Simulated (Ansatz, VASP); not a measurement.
Two plane-wave programs on AlN

```
Al N
1.0
     0.00000    2.02262    2.02262
     2.02262    0.00000    2.02262
     2.02262    2.02262    0.00000
Al N
1 1
Direct
  0.50000 0.50000 0.50000
  0.00000 0.00000 0.00000
```

Alike in both runs: functional PBEsol; k mesh 10 × 10 × 10; occupations gaussian, width 0.02 eV; no spin polarisation.

Ansatz relaxed the structure, and its values are those at the end. VASP's run is a single point on that final structure, the one shown.

|  | VASP | Ansatz |
| --- | --- | --- |
| version | VASP 6.6.1 | Ansatz 0.2.0 |
| potentials or method | VASP PAW PBE potentials, release 64 (Al, N), cutoff 600 eV | scalar-relativistic, plane waves, PAW |
| valence electrons in the cell | 8 | 8 |

```tsv
	VASP	Ansatz	Ansatz less VASP
gap on the k mesh at the Fermi level (eV)	4.54	4.55	+0.005
least direct gap on the mesh (eV)	5.65	5.63	-0.021
pressure (GPa)	-0.3	0.0	+0.25
```

VASP's potentials were made for PBE, not for PBEsol. The functional is the same, so the differences come from potentials, cutoffs and numerics.
